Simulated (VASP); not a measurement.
Set up this calculation in VASP 6.6.1, as the native input.

```
Task                   : single point
Functional             : PBE
Dispersion             : D3(BJ)
Potentials or basis    : VASP PAW PBE potentials, release 64 (O, H, Mg, Cl)
Cutoff                 : 520 eV
k mesh                 : 1 × 1 × 1
Occupations            : fermi-dirac, width 0.02 eV
Spin                   : no spin polarisation
Dipole correction      : no
Further INCAR settings : ALGO = Normal; EDIFF = 1e-06; NBANDS = 37
```

The structure of MgH8Cl2O4 lies in POSCAR:

```
MgH8Cl2O4
1.0
    5.7082670000      0.0000000000      0.0000000000
    0.0000000000      5.7082670000      0.0000000000
    0.0000000000      0.0000000000      5.7082670000
O H Mg Cl
4 8 1 2
Direct
    0.7076928952      1.0623013955      0.8526580834
    0.6341679533      0.1910912717      0.3200095581
    0.2964297220      0.4487876969      0.4248049364
    0.9816289252      0.4411846888      1.0093080790
    0.5566663227      0.9990422662      0.8118225724
    0.8160445193      0.9536169209      0.7845288246
    0.7503503252      0.3069933484      0.3634027630
    0.6643347272      0.1272540335      0.1630442304
    0.3826905784      0.5550721436      0.5240820025
    0.4229479805      0.3324651773      0.3679225236
    1.0703774018      0.2927683656      1.0028262518
    0.8948249968      0.4491205474      0.8687575406
    0.0723862426      0.6585536381      0.2569080949
    0.7996297300      0.6550149108      0.5570342102
    0.2252172157     -0.0298864787      1.0750548284
```

These files were run (other wordings do the same):

INCAR

```
ALGO = Normal ; EDIFF = 1E-6
ENCUT = 520 ; GGA = PE
GGA_COMPAT = F ; ISIF = 2
ISMEAR = -1 ; IVDW = 12
LASPH = T ; LCHARG = T
LELF = T ; LREAL = F
LVHAR = T ; LWAVE = F
NBANDS = 37 ; NELM = 120
PREC = Accurate ; SIGMA = 0.02
```

KPOINTS

```
k-points
0
Gamma
  1 1 1
```

Potentials or basis: VASP PAW PBE potentials, release 64 (O, H, Mg, Cl).

Command:

```sh
$ cat potpaw_PBE.64/O/POTCAR potpaw_PBE.64/H/POTCAR potpaw_PBE.64/Mg/POTCAR potpaw_PBE.64/Cl/POTCAR > POTCAR
$ mpirun -np 1 vasp_gam > vasp.out
```

It gave:

The pressure is 3.7 GPa, the largest force is 1.966 eV/Å and the dispersion energy per atom is -0.065 eV.

Caveat: the k points lie up to 1.10 Å⁻¹ apart; the atoms stand as in a frame of molecular dynamics.

Wall time 39 s on 1 thread of Intel Xeon 8259CL (shared host), peak memory 0.25 GiB.
